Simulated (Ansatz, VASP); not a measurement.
Two plane-wave programs on In3Cu

The input INCAR:

```
SYSTEM = In3Cu
PREC = Accurate
ENCUT = 520
EDIFF = 1E-6
ISMEAR = 0
SIGMA = 0.15
LREAL = .FALSE.
LASPH = .TRUE.
NELM = 60
ALGO = Fast
ISIF = 2
LWAVE = .FALSE.
LCHARG = .TRUE.
GGA = CA
LELF = .TRUE.
LVHAR = .TRUE.
NBANDS = 33
```

KPOINTS

```
Automatic mesh
0
G
  10 10 10
  0 0 0
```

File POSCAR:

```
In3Cu
1.0
    4.3696228094     -0.0387940685     -0.0387940685
   -0.0387940685      4.3696228094     -0.0387940685
   -0.0387940685     -0.0387940685      4.3696228094
In Cu
3 1
Direct
    0.0000000000      0.5000000000      0.5000000000
    0.5000000000      0.0000000000      0.5000000000
    0.5000000000      0.5000000000      0.0000000000
    0.0000000000      0.0000000000      0.0000000000
```

Input for Ansatz:

```yaml
crystal:
  lattice:
    - [4.3696228094, -0.0387940685, -0.0387940685]
    - [-0.0387940685, 4.3696228094, -0.0387940685]
    - [-0.0387940685, -0.0387940685, 4.3696228094]
  atoms:
    - { symbol: In, position: [0.0, 0.5, 0.5] }
    - { symbol: In, position: [0.5, 0.0, 0.5] }
    - { symbol: In, position: [0.5, 0.5, 0.0] }
    - { symbol: Cu, position: [0.0, 0.0, 0.0] }
basis:
  ecutwfc: 520.0
kpoints:
  mp_grid: { grid: [10, 10, 10] }
hamiltonian:
  xc: lda
scf:
  occupations: { method: gaussian, width: 0.15 }
output:
  forces: true
  stress: true
  eigenvalues: true
```

Alike in both runs: task single point; functional LDA; k mesh 10 × 10 × 10; occupations gaussian, width 0.15 eV; no spin polarisation.

|  | VASP | Ansatz |
| --- | --- | --- |
| version | VASP 6.6.1 | Ansatz 0.2.0 |
| potentials or method | VASP PAW LDA potentials, release 64 (In_d, Cu), cutoff 520 eV | scalar-relativistic, plane waves, PAW |
| valence electrons in the cell | 50 | 58 |

```tsv
	VASP	Ansatz	Ansatz less VASP
gap on the k mesh at the Fermi level (eV)	none	none	-
pressure (GPa)	-1.5	-1.6	-0.12
```

LDA's correlation is that of Perdew and Zunger in VASP and of Perdew and Wang (1992) in Ansatz. A gap of «none» marks a metal or a gap that the smearing closes. VASP's potentials hold 50 valence electrons a cell and Ansatz's 58, so a difference there can come from the potentials and not from the codes.
